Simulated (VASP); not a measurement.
# In: electric field gradients with PBEsol

Crystal: In.

```xyz
8
Lattice="-3.2509 3.2509 4.9474 3.2509 -3.2509 4.9474 3.2509 3.2509 -4.9474" Properties=species:S:1:pos:R:3 pbc="T T T"
In    0.0000    0.0000    0.0000
In    1.6255    1.6255   -2.4737
In    1.6255   -1.6255    2.4737
In    3.2509    0.0000    0.0000
In   -1.6255    1.6255    2.4737
In    0.0000    3.2509    0.0000
In    0.0000    0.0000    4.9474
In    1.6255    1.6255    2.4737
```

* Program: VASP 6.6.1
* Task: electric field gradients
* Functional: PBEsol
* Potentials or basis: VASP PAW PBE potentials, release 64 (In_d)
* Cutoff: 520 eV
* k mesh: 7 × 7 × 7
* Occupations: fermi-dirac, width 0.05 eV
* Spin: no spin polarisation
* Dipole correction: no
* Further INCAR settings: ALGO = Normal; EDIFF = 1e-08; NBANDS = 62

```json
{"Pressure": "-1.0 GPa", "Band gap on the k mesh": "zero (bands 52 and 53 overlap by 3.01 eV)", "Largest electric field gradient by atom": "In +21.4 V/Å²"}
```

Stress tensor (GPa, compression positive):
```
-1.16  0.00  0.00
 0.00 -1.16  0.00
 0.00  0.00 -0.81
```

Levels at points of the mesh, in eV from the Fermi level:
```tsv
k point	band 48	band 49	band 50	band 51	band 52	band 53	band 54	band 55	band 56	band 57
(0.00, 0.00, 0.00)	-3.42	-3.42	-2.98	-2.72	-2.00	-2.00	-1.70	-1.70	3.48	3.48
```

Electric field gradients, principal values (V/Å²):
```tsv
atom	least	middle	greatest (by size)
1 In	-10.718	-10.719	21.437
2 In	-10.718	-10.719	21.437
3 In	-10.718	-10.719	21.437
4 In	-10.718	-10.719	21.437
5 In	-10.718	-10.719	21.437
6 In	-10.718	-10.719	21.437
7 In	-10.718	-10.719	21.437
8 In	-10.718	-10.719	21.437
```

It took 15 min on 1 thread of Oxide Virtual Turin-like Processor, on a shared host, peak memory 0.51 GiB.

Caveat: without QUAD_EFG the Cq values of the log hold for a quadrupole moment of 1 mb, not for the nuclei; the PAW data sets were made with another functional, which shifts forces and pressure a little; spin-orbit coupling is left out, which moves the levels of the heavy elements.
